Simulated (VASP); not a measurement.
# BaBi2O3 (P6/mmm) in VASP: a series of runs

Runs on BaBi2O3. Level: PBE. Tasks: single point.

All numbers are computed with VASP 6.6.1; they aren't measurements. Logs are shortened: lines on timing, memory, paths and dates and some standing lists are left out, and cuts for length are marked.

### Step 1. The cell of the first run

The structure is hexagonal, space group P6/mmm (No. 191). The conventional cell has a = 6.166 Å, b = 6.166 Å, c = 3.542 Å, α = 90.00°, β = 90.00°, γ = 120.00°. Within 4.7 Å of Ba (site symmetry 6/mmm) lie 2 Ba at 3.54 Å and 12 O at 3.56 Å and 6 Bi at 3.56 Å. Bi (site symmetry -6m2) has 6 O at 2.51 Å within 3.3 Å. Within 3.3 Å of O (site symmetry mmm) lie 4 Bi at 2.51 Å and 4 O at 3.08 Å.

### Step 2. Single point, PBE

Contents of INCAR:

```
SYSTEM = BaBi2O3
  PREC = Accurate
  ENCUT = 520
  EDIFF = 1E-7
  ISMEAR = 0
  SIGMA = 0.1
  LREAL = .False.
  LASPH = .True.
  NELM = 80
  ALGO = Normal
  ISIF = 2
  LWAVE = .False.
  LCHARG = .True.
  GGA = PE
  LELF = .True.
  LVHAR = .True.
  NBANDS = 38
```

Contents of KPOINTS:

```
Automatic mesh
0
Gamma
  6 6 6
  0 0 0
```

Contents of POSCAR:

```
BaBi2O3
1.0
    6.1659269950      0.0000000032      0.0000000000
   -3.0829635003      5.3398494139      0.0000000000
    0.0000000000      0.0000000000      3.5420143989
Ba Bi O
1 2 3
Direct
    0.0000000000      0.0000000000      0.5000000000
    0.3333333333      0.6666666667      0.5000000000
    0.6666666667      0.3333333333      0.5000000000
    0.5000000000      0.5000000000      0.0000000000
    0.0000000000      0.5000000000      0.0000000000
    0.5000000000      0.0000000000      0.0000000000
```

Potentials or basis: VASP PAW PBE potentials, release 64 (Ba_sv, Bi_d, O).

Launch:

```bash
$ cat potpaw_PBE.64/Ba_sv/POTCAR potpaw_PBE.64/Bi_d/POTCAR potpaw_PBE.64/O/POTCAR > POTCAR
$ mpirun -np 1 vasp_std > vasp.out
```

OUTCAR:

```text
SYSTEM = BaBi2O3
   PREC = Accurate
   ENCUT = 520
   EDIFF = 1E-7
   ISMEAR = 0
   LREAL = .False.
   LASPH = .True.
   NELM = 80
   ISIF = 2
   GGA = PE

 ion  position               nearest neighbor table
   1  0.000  0.000  0.500-   2 3.56   3 3.56   2 3.56   3 3.56   3 3.56   2 3.56
   2  0.333  0.667  0.500-   6 2.51   6 2.51   5 2.51   5 2.51   4 2.51   4 2.51   3 3.56   3 3.56
                             1 3.56   1 3.56   1 3.56   3 3.56
   3  0.667  0.333  0.500-   6 2.51   6 2.51   5 2.51   5 2.51   4 2.51   4 2.51   2 3.56   2 3.56
                             1 3.56   1 3.56   1 3.56   2 3.56
   4  0.500  0.500  0.000-   2 2.51   3 2.51   2 2.51   3 2.51
   5  0.000  0.500  0.000-   2 2.51   3 2.51   2 2.51   3 2.51
   6  0.500  0.000  0.000-   2 2.51   3 2.51   2 2.51   3 2.51

  LATTYP: Found a hexagonal cell.
 ALAT       =     6.1659269950
 C/A-ratio  =     0.5744496167

  Lattice vectors:

 A1 = (   6.1659269950,   0.0000000032,   0.0000000000)
 A2 = (  -3.0829635003,   5.3398494139,   0.0000000000)
 A3 = (   0.0000000000,   0.0000000000,   3.5420143989)

Analysis of symmetry for initial positions (statically):
=====================================================================
 Subroutine PRICEL returns:
 Original cell was already a primitive cell.

 Routine SETGRP: Setting up the symmetry group for a
 hexagonal supercell.

 Subroutine GETGRP returns: Found 24 space group operations
 (whereof 24 operations were pure point group operations)
 out of a pool of 24 trial point group operations.

The static configuration has the point symmetry D_6h.

Analysis of symmetry for dynamics (positions and initial velocities):
=====================================================================
 Subroutine PRICEL returns:
 Original cell was already a primitive cell.

 Routine SETGRP: Setting up the symmetry group for a
 hexagonal supercell.

 Subroutine GETGRP returns: Found 24 space group operations
 (whereof 24 operations were pure point group operations)
 out of a pool of 24 trial point group operations.

The dynamic configuration has the point symmetry D_6h.

 Subroutine INISYM returns: Found 24 space group operations
 (whereof 24 operations are pure point group operations),
 and found     1 'primitive' translations

----------------------------------------------------------------------------------------

                                     Primitive cell

  volume of cell :     116.6213

  direct lattice vectors                    reciprocal lattice vectors
     6.165926995  0.000000003  0.000000000     0.162181615  0.093635599  0.000000000
    -3.082963500  5.339849414  0.000000000    -0.000000000  0.187271199  0.000000000
     0.000000000  0.000000000  3.542014399     0.000000000  0.000000000  0.282325222

  length of vectors
     6.165926995  6.165926995  3.542014399     0.187271199  0.187271199  0.282325222

  position of ions in fractional coordinates (direct lattice)
     0.000000000  0.000000000  0.500000000
     0.333333333  0.666666667  0.500000000
     0.666666667  0.333333333  0.500000000
     0.500000000  0.500000000  0.000000000
     0.000000000  0.500000000  0.000000000
     0.500000000  0.000000000  0.000000000

  ion indices of the primitive-cell ions
   primitive index   ion index
                 1           1
                 2           2
                 3           3
                 4           4
                 5           5
                 6           6

----------------------------------------------------------------------------------------

 KPOINTS: Automatic mesh

Automatic generation of k-mesh.
 Grid dimensions read from file:
 generate k-points for:    6    6    6

 Generating k-lattice:

  Cartesian coordinates                     Fractional coordinates (reciprocal lattice)
     0.027030269  0.015605933  0.000000000     0.166666667  0.000000000  0.000000000
    -0.000000000  0.031211866  0.000000000     0.000000000  0.166666667  0.000000000
     0.000000000  0.000000000  0.047054204     0.000000000  0.000000000  0.166666667

  Length of vectors
     0.031211866  0.031211866  0.047054204

  Shift w.r.t. Gamma in fractional coordinates (k-lattice)
     0.000000000  0.000000000  0.000000000

 Subroutine IBZKPT returns following result:
 ===========================================

 Found     28 irreducible k-points:

 Following reciprocal coordinates:
            Coordinates               Weight
  0.000000  0.000000  0.000000      1.000000
  0.166667  0.000000  0.000000      6.000000
  0.333333  0.000000  0.000000      6.000000
  0.500000  0.000000  0.000000      3.000000
  0.166667  0.166667  0.000000      6.000000
  0.333333  0.166667  0.000000     12.000000
[... 16 lines left out ...]
  0.166667  0.000000  0.500000      6.000000
  0.333333  0.000000  0.500000      6.000000
 [... further k-points ...]
   k-points           NKPTS =     28   k-points in BZ     NKDIM =     28   number of bands    NBANDS=     38
   number of dos      NEDOS =    301   number of ions     NIONS =      6
   total plane-waves  NPLWV =  64512
   dimension x,y,z NGX =    48 NGY =   48 NGZ =   28
   dimension x,y,z NGXF=    96 NGYF=   96 NGZF=   56
   ions per type =               1   2   3
   NGX,Y,Z   is equivalent  to a cutoff of  12.94, 12.94, 13.14 a.u.
   NGXF,Y,Z  is equivalent  to a cutoff of  25.88, 25.88, 26.28 a.u.
 SYSTEM =  BaBi2O3
   PREC   = accura    normal or accurate (medium, high low for compatibility)
   ISTART =      0    job   : 0-new  1-cont  2-samecut
   ICHARG =      2    charge: 1-file 2-atom 10-const
   ISPIN  =      1    spin polarized calculation?
   LNONCOLLINEAR =      F non collinear calculations
   LSORBIT =      F    spin-orbit coupling
   LASPH  =      T    aspherical Exc in radial PAW
   ENCUT  =  520.0 eV  38.22 Ry    6.18 a.u.  11.46 11.46  6.59*2*pi/ulx,y,z
   NELM   =     80;   NELMIN=  2; NELMDL= -5     # of ELM steps
   EDIFF  = 0.1E-06   stopping-criterion for ELM
   LREAL  =      F    real-space projection
   EDIFFG = 0.1E-05   stopping-criterion for IOM
   NSW    =      0    number of steps for IOM
   IBRION =     -1    ionic relax: 0-MD 1-quasi-New 2-CG
   NFREE  =      0    steps in history (QN), initial steepest desc. (CG)
   ISIF   =      2    stress and relaxation
   ISYM   =      2    0-nonsym 1-usesym 2-fastsym
   POTIM  = 0.5000    time-step for ionic-motion
   TEBEG  =    0.0;   TEEND  =   0.0 temperature during run
   PSTRESS=    0.0 pullay stress
   NELECT =      58.0000    total number of electrons
   NUPDOWN=      -1.0000    fix difference up-down
   EMIN   =  10.00;   EMAX   =-10.00  energy-range for DOS
   EFERMI =   0.00;   METHOD = LEGACY
   ISMEAR =     0;   SIGMA  =   0.10  broadening in eV -4-tet -1-fermi 0-gaus
   EFERMI_NEDOS =   21; number of points for ismear=-14 and -15
   IALGO  =     38    algorithm
   IMIX   =      4    mixing-type and parameters
     AMIX     =   0.40;   BMIX     =  1.00
     AMIX_MAG =   1.60;   BMIX_MAG =  1.00
  volume/ion in A,a.u.               =      19.44       131.17
  Fermi-wavevector in a.u.,A,eV,Ry     =   1.297055  2.451078 22.889770  1.682351
  Thomas-Fermi vector in A             =   2.428472
   LORBIT       =      0    0 simple, 1 ext, 2 COOP (PROOUT), +10 PAW based schemes
   GGA     = PE    functional components
   LHFCALC =     F    Hartree Fock is set to
   AEXX    =    0.0000 exact exchange contribution
   IVDW    =     0    specifies the selected vdW correction
   LEPSILON=     F    determine dielectric tensor
   LRPA    =     F    only Hartree local field effects (RPA)
 non-spin polarized calculation
 Gauss-broadening in eV      SIGMA  =   0.10
  energy-cutoff  :      520.00
  volume of cell :      116.62
 maximum number of plane-waves:      3182
 NGX is ok and might be reduce to    48
   NGX = 23   NGY = 23   NGZ = 13

 number of electron      58.0000012 magnetization

 Free energy of the ion-electron system (eV)
  ---------------------------------------------------
  ext. energy  EPLUGINS =         0.00000000
  ---------------------------------------------------
  free energy    TOTEN  =       -29.48048973 eV

  energy without entropy =      -29.46220623  energy(sigma->0) =      -29.47134798

 E-fermi :   6.8236     XC(G=0): -10.3173

 val. band max:        6.8107323251   @ k =   0.3333   0.1667   0.3333
 cond. band min:       6.8836046184   @ k =   0.5000   0.0000   0.3333
 fundamental gap:      0.0728722933
 Fermi energy:         6.8235845458

 k-point     1 :       0.0000    0.0000    0.0000
  band No.  band energies     occupation
      1     -22.4877      2.00000
      2     -16.8977      2.00000
      3     -16.8560      2.00000
      4     -16.8560      2.00000
      5     -16.8416      2.00000
      6     -16.7928      2.00000
[... 30 lines left out ...]
     37      11.2441      0.00000
     38      11.6611      0.00000

 k-point     2 :       0.1667    0.0000    0.0000
  band No.  band energies     occupation
      1     -22.4873      2.00000
      2     -16.8956      2.00000
      3     -16.8626      2.00000
      4     -16.8602      2.00000
      5     -16.8412      2.00000
      6     -16.7913      2.00000
[... 30 lines left out ...]
     37      11.2906      0.00000
     38      11.9645      0.00000

 k-point     3 :       0.3333    0.0000    0.0000
  band No.  band energies     occupation
      1     -22.4866      2.00000
      2     -16.8895      2.00000
      3     -16.8729      2.00000
      4     -16.8676      2.00000
      5     -16.8412      2.00000
      6     -16.7898      2.00000
[... 30 lines left out ...]
     37      11.3475      0.00000
[... 781 lines left out ...]
 k-point    23 :       0.1667    0.0000    0.5000
  band No.  band energies     occupation
      1     -22.2977      2.00000
      2     -16.8994      2.00000
      3     -16.8925      2.00000
      4     -16.8365      2.00000
      5     -16.8330      2.00000
      6     -16.7900      2.00000
[... 30 lines left out ...]
     37      12.1411      0.00000
     38      12.5799      0.00000

 k-point    24 :       0.3333    0.0000    0.5000
  band No.  band energies     occupation
      1     -22.2973      2.00000
      2     -16.9010      2.00000
      3     -16.8766      2.00000
      4     -16.8464      2.00000
      5     -16.8376      2.00000
      6     -16.8056      2.00000
[... 30 lines left out ...]
     37      11.4329      0.00000
     38      12.3673      0.00000

 [... further k-points ...]

------------------------ aborting loop because EDIFF is reached ----------------------------------------

  FORCE on cell =-STRESS in cart. coord.  units (eV):
  Direction    XX          YY          ZZ          XY          YZ          ZX
  --------------------------------------------------------------------------------------
  -------------------------------------------------------------------------------------
  Total        0.2024303      0.2024303      0.1947731     -0.0000000      0.0000000     -0.0000000
  in kB        2.7810479      2.7810479      2.6758507     -0.0000000      0.0000000     -0.0000000
  external PRESSURE =       2.7459822 kB  Pullay stress =       0.0000000 kB

 VOLUME and BASIS-vectors are now :
 -----------------------------------------------------------------------------
  energy-cutoff  :      520.00
  volume of cell :      116.62
      direct lattice vectors                 reciprocal lattice vectors
     6.165926995  0.000000003  0.000000000     0.162181615  0.093635599  0.000000000
    -3.082963500  5.339849414  0.000000000    -0.000000000  0.187271199  0.000000000
     0.000000000  0.000000000  3.542014399     0.000000000  0.000000000  0.282325222

 POSITION                                       TOTAL-FORCE (eV/Angst)
 -----------------------------------------------------------------------------------
      0.00000      0.00000      1.77101         0.000000     -0.000000      0.000000
     -0.00000      3.55990      1.77101        -0.000000      0.000000     -0.000000
      3.08296      1.77995      1.77101         0.000000     -0.000000      0.000000
      1.54148      2.66992      0.00000         0.000000     -0.000000      0.000000
     -1.54148      2.66992      0.00000         0.000000     -0.000000      0.000000
      3.08296      0.00000      0.00000         0.000000     -0.000000      0.000000
 -----------------------------------------------------------------------------------
    total drift:                               -0.000000      0.000000      0.000000

  FREE ENERGIE OF THE ION-ELECTRON SYSTEM (eV)
  ---------------------------------------------------
  free  energy   TOTEN  =       -29.4804897310 eV

  energy  without entropy=      -29.4622062330  energy(sigma->0) =      -29.47134798
```

Run time: 87 s. Hardware: 1 thread of Intel Xeon 6975P-C (Granite Rapids), shared host; peak memory 0.3 GiB.

Results:

```
Free energy            : -29.4805 eV
Pressure               : 0.3 GPa
Band gap on the k mesh : zero (band 29 reaches 7.56 eV, above the bottom of band 30 at 5.25 eV)
```

Caveat: spin-orbit coupling is left out, which moves the levels of the heavy elements.

### Step 3. Single point, PBE

This run uses another cell than the first one, of 12.94 Å³/atom, 0.666 times its volume.

Contents of INCAR:

```
SYSTEM = BaBi2O3
  PREC = Accurate
  ENCUT = 520
  EDIFF = 1E-7
  ISMEAR = 0
  SIGMA = 0.1
  LREAL = .FALSE.
  LASPH = .TRUE.
  NELM = 100
  ALGO = Normal
  ISIF = 2
  LWAVE = .FALSE.
  LCHARG = .TRUE.
  GGA = PE
  LELF = .TRUE.
  LVHAR = .TRUE.
  NBANDS = 38
```

Contents of KPOINTS:

```
Automatic mesh
0
G
  6 6 6
  0 0 0
```

Contents of POSCAR:

```
BaBi2O3
1.0
    5.5590050300      0.0000000000      0.0000000000
   -2.7795025200      4.8142395800      0.0000000000
    0.0000000000      0.0000000000      2.9006987600
Ba Bi O
1 2 3
Direct
    0.0000000000      0.0000000000      0.5000000000
    0.3333333300      0.6666666700      0.5000000000
    0.6666666700      0.3333333300      0.5000000000
    0.5000000000      0.5000000000      0.0000000000
    0.0000000000      0.5000000000      0.0000000000
    0.5000000000      0.0000000000      0.0000000000
```

Potentials or basis: VASP PAW PBE potentials, release 64 (Ba_sv, Bi_d, O).

Launch:

```bash
$ cat potpaw_PBE.64/Ba_sv/POTCAR potpaw_PBE.64/Bi_d/POTCAR potpaw_PBE.64/O/POTCAR > POTCAR
$ mpirun -np 1 vasp_std > vasp.out
```

OUTCAR:

```text
SYSTEM = BaBi2O3
   PREC = Accurate
   ENCUT = 520
   EDIFF = 1E-7
   ISMEAR = 0
   LREAL = .FALSE.
   LASPH = .TRUE.
   NELM = 100
   ISIF = 2
   GGA = PE

 ion  position               nearest neighbor table
   1  0.000  0.000  0.500-   6 3.14   6 3.14   6 3.14   6 3.14   4 3.14   4 3.14   4 3.14   4 3.14
                             5 3.14   5 3.14   5 3.14   5 3.14   2 3.21   3 3.21   3 3.21   2 3.21
   2  0.333  0.667  0.500-   5 2.16   5 2.16   6 2.16   6 2.16   4 2.16   4 2.16   3 3.21   1 3.21
                             3 3.21   1 3.21   1 3.21   3 3.21   1 4.33   1 4.33   1 4.33   1 4.33
   3  0.667  0.333  0.500-   5 2.16   5 2.16   6 2.16   6 2.16   4 2.16   4 2.16   2 3.21   1 3.21
                             2 3.21   1 3.21   1 3.21   2 3.21   1 4.33   1 4.33   1 4.33   1 4.33
   4  0.500  0.500  0.000-   2 2.16   3 2.16   2 2.16   3 2.16   1 3.14   1 3.14   1 3.14   1 3.14

   5  0.000  0.500  0.000-   2 2.16   3 2.16   2 2.16   3 2.16   1 3.14   1 3.14   1 3.14   1 3.14

   6  0.500  0.000  0.000-   2 2.16   3 2.16   2 2.16   3 2.16   1 3.14   1 3.14   1 3.14   1 3.14

  LATTYP: Found a hexagonal cell.
 ALAT       =     5.5590050300
 C/A-ratio  =     0.5218017873

  Lattice vectors:

 A1 = (   5.5590050300,   0.0000000000,   0.0000000000)
[... 191 lines left out ...]
 Fermi energy:        12.7941077071

 k-point     1 :       0.0000    0.0000    0.0000
  band No.  band energies     occupation
      1     -17.1538      2.00000
      2     -12.9455      2.00000
      3     -12.6273      2.00000
      4     -12.5050      2.00000
      5     -12.5050      2.00000
      6     -12.0160      2.00000
[... 973 lines left out ...]
     37      18.5085      0.00000
     38      20.2674      0.00000

 [... further k-points ...]

------------------------ aborting loop because EDIFF is reached ----------------------------------------

  FORCE on cell =-STRESS in cart. coord.  units (eV):
  Direction    XX          YY          ZZ          XY          YZ          ZX
  --------------------------------------------------------------------------------------
  -------------------------------------------------------------------------------------
  Total       35.9610179     35.9610180     61.9291870     -0.0000000     -0.0000000      0.0000000
  in kB      742.1901106    742.1901119   1278.1404106     -0.0000008     -0.0000000      0.0000000
  external PRESSURE =     920.8402110 kB  Pullay stress =       0.0000000 kB

 VOLUME and BASIS-vectors are now :
 -----------------------------------------------------------------------------
  energy-cutoff  :      520.00
  volume of cell :       77.63
      direct lattice vectors                 reciprocal lattice vectors
     5.559005030  0.000000000  0.000000000     0.179888306  0.103858562  0.000000000
    -2.779502520  4.814239580  0.000000000     0.000000000  0.207717124  0.000000000
     0.000000000  0.000000000  2.900698760     0.000000000  0.000000000  0.344744519

 POSITION                                       TOTAL-FORCE (eV/Angst)
 -----------------------------------------------------------------------------------
      0.00000      0.00000      1.45035         0.000000      0.000000     -0.000000
     -0.00000      3.20949      1.45035         0.000000      0.000000     -0.000000
      2.77950      1.60475      1.45035        -0.000000      0.000000      0.000000
      1.38975      2.40712      0.00000         0.000000      0.000000     -0.000000
     -1.38975      2.40712      0.00000         0.000000      0.000000     -0.000000
      2.77950      0.00000      0.00000         0.000000      0.000000     -0.000000
 -----------------------------------------------------------------------------------
    total drift:                                0.000000     -0.000000     -0.000000

  FREE ENERGIE OF THE ION-ELECTRON SYSTEM (eV)
  ---------------------------------------------------
  free  energy   TOTEN  =       -20.8634573100 eV

  energy  without entropy=      -20.8419767094  energy(sigma->0) =      -20.85271701
```

stdout:

```text
POSCAR found type information on POSCAR BaBiO
 POSCAR found :  3 types and       6 ions
 scaLAPACK will be used
 LDA part: xc-table for (Slater+PW92), standard interpolation
 POSCAR, INCAR and KPOINTS ok, starting setup
 FFT: planning ... GRIDC
 FFT: planning ... GRID_SOFT
 FFT: planning ... GRID
 WAVECAR not read
 entering main loop
```

It took 64 s on 1 thread of Intel Xeon 6975P-C (Granite Rapids), shared host; peak memory 0.24 GiB.

What came out:

| Item | Value |
| --- | --- |
| Free energy | -20.8635 eV |
| Pressure | 92.1 GPa |
| Band gap on the k mesh | zero (band 29 reaches 13.57 eV, above the bottom of band 30 at 11.68 eV) |

Caveat: the k points lie up to 0.36 Å⁻¹ apart; spin-orbit coupling is left out, which moves the levels of the heavy elements.
